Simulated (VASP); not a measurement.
Here is a VASP 6.6.1 calculation.

INCAR

```
SYSTEM = GaP
PREC = Accurate
ENCUT = 520
EDIFF = 1E-6
ISMEAR = -1
SIGMA = 0.05
LREAL = .FALSE.
LASPH = .TRUE.
NELM = 100
ALGO = Normal
ISIF = 2
LWAVE = .FALSE.
LCHARG = .FALSE.
GGA = CA
NBANDS = 16
```

The input KPOINTS:

```
regular mesh
0
G
  10 10 10
  0 0 0
```

The input POSCAR:

```
GaP
1.0
    0.0000000000      2.7432985392      2.7432985392
    2.7432985392      0.0000000000      2.7432985392
    2.7432985392      2.7432985392      0.0000000000
Ga P
1 1
Direct
    0.0000000000      0.0000000000      0.0000000000
    0.7500000000      0.7500000000      0.7500000000
```

Potentials or basis: VASP PAW LDA potentials, release 64 (Ga_d, P).

Launch:

```console
$ cat potpaw_LDA.64/Ga_d/POTCAR potpaw_LDA.64/P/POTCAR > POTCAR
$ mpirun -np 1 vasp_std > vasp.out
```

(1) Predict the band gap on the k mesh.

(2) What does it give for the pressure?

Results:

(1) 1.46 eV, indirect (least direct gap 1.47 eV).

(2) -4.1 GPa.
